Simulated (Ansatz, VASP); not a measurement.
# MgS in VASP and in Ansatz

File INCAR:

```
SYSTEM = MgS
PREC = Accurate
ENCUT = 520
EDIFF = 1E-6
ISMEAR = 0
SIGMA = 0.05
LREAL = .False.
LASPH = .True.
NELM = 60
ALGO = Normal
ISIF = 2
LWAVE = .False.
LCHARG = .True.
GGA = CA
LELF = .True.
LVHAR = .True.
NBANDS = 11
```

The input KPOINTS:

```
regular mesh
0
Gamma
  8 8 8
  0 0 0
```

POSCAR

```
MgS
1.0
    0.0000000000      2.6666912500      2.6016500000
    2.6666912500      0.0000000000      2.6016500000
    2.6666912500      2.6666912500      0.0000000000
Mg S
1 1
Direct
    0.0000000000      0.0000000000      0.0000000000
    0.5000000000      0.5000000000      0.5000000000
```

Input for Ansatz:

```yaml
crystal:
  lattice:
    - [0.0, 2.66669125, 2.60165]
    - [2.66669125, 0.0, 2.60165]
    - [2.66669125, 2.66669125, 0.0]
  atoms:
    - { symbol: Mg, position: [0.0, 0.0, 0.0] }
    - { symbol: S, position: [0.5, 0.5, 0.5] }
basis:
  ecutwfc: 420
kpoints:
  mp_grid: { grid: [8, 8, 8] }
hamiltonian:
  xc: lda
scf:
  occupations: { method: gaussian, width: 0.05 }
output:
  forces: true
  stress: true
  eigenvalues: true
```

Change from the starting cell: strain +0.025 along x and y, +0.000 along z, atoms carried along.

Alike in both runs: task single point; functional LDA; k mesh 8 × 8 × 8; occupations gaussian, width 0.05 eV; no spin polarisation.

|  | VASP | Ansatz |
| --- | --- | --- |
| version | VASP 6.6.1 | Ansatz 0.2.0 |
| potentials or method | VASP PAW LDA potentials, release 64 (Mg, S), cutoff 520 eV | scalar-relativistic, plane waves, PAW |
| valence electrons in the cell | 8 | 16 |

Ansatz gave:

- gap on the k mesh at the Fermi level (eV): 2.35
- least direct gap on the mesh (eV): 3.07
- pressure (GPa): -6.3
- traceless stress, the component that is largest in VASP (GPa): 1.20

Problem. Which values does VASP return?

Solution. gap on the k mesh at the Fermi level (eV): 2.34; least direct gap on the mesh (eV): 3.08; pressure (GPa): -6.8; traceless stress, the component that is largest in VASP (GPa): 1.19.

LDA's correlation is that of Perdew and Zunger in VASP and of Perdew and Wang (1992) in Ansatz. VASP's potentials hold 8 valence electrons a cell and Ansatz's 16, so a difference there can come from the potentials and not from the codes.
